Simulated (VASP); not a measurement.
Set up this calculation in VASP 6.6.1, as the native input.

| Property | Result |
| --- | --- |
| Task | relaxation of cell and atoms |
| Functional | BLYP |
| Potentials or basis | VASP PAW PBE potentials, release 64 (Hf_pv, C) |
| Cutoff | 600 eV |
| k mesh | 12 × 12 × 12 |
| Occupations | fermi-dirac, width 0.05 eV |
| Spin | no spin polarisation |
| Dipole correction | no |
| Further INCAR settings | ALGO = Normal; EDIFF = 1e-06; IBRION = 2; EDIFFG = -0.01; NSW = 60; ISIF = 3 |

The structure of HfC lies in POSCAR:

```
HfC
1.0
   -1.3966732300      2.4971805100      1.8473367300
    1.3966732300     -2.4971805100      1.8473367300
    1.3966732300      2.4971805100     -1.8473367300
Hf C
1 1
Direct
    0.9847118300      0.9847118300      0.0000000000
    0.6794548300      0.1794548300      0.5000000000
```

One way to write it, as run:

INCAR

```
SYSTEM = HfC
AGGAC = 1.0
AGGAX = 1.0
ALDAC = 0.0
ALDAX = 1.0
ALGO = Normal
EDIFF = 1E-6
EDIFFG = -0.01
ENCUT = 600
GGA = B5
IBRION = 2
ISIF = 3
ISMEAR = -1
LASPH = .True.
LCHARG = .False.
LREAL = .False.
LWAVE = .False.
NELM = 60
NSW = 60
PREC = Accurate
SIGMA = 0.05
```

KPOINTS

```
k-points
0
Gamma
  12 12 12
  0 0 0
```

Potentials or basis: VASP PAW PBE potentials, release 64 (Hf_pv, C).

The run is started by

```console
$ cat potpaw_PBE.64/Hf_pv/POTCAR potpaw_PBE.64/C/POTCAR > POTCAR
$ mpirun -np 1 vasp_std > vasp.out
```

Results of the run:

```
Relaxed volume                        : 12.97 Å³/atom
Relaxed cell                          : a = 3.322 Å, b = 3.322 Å, c = 3.322 Å, α = 120.00°, β = 90.00°, γ = 119.99°
Space group after relaxing (to 0.1 Å) : Fm-3m (No. 225)
Energy gained by relaxing             : 2185.9 meV/atom
Ionic steps                           : 21
Pressure after relaxing               : 0.0 GPa
Largest force after relaxing          : 0.006 eV/Å
Band gap on the k mesh                : zero (bands 7 and 8 overlap by 1.32 eV)
```

Caveat: the PAW data sets were made with another functional, which shifts forces and pressure a little; spin-orbit coupling is left out, which moves the levels of the heavy elements.

It took 32 min on 1 thread of Intel Xeon 8259CL, on a shared host, peak memory 0.28 GiB.
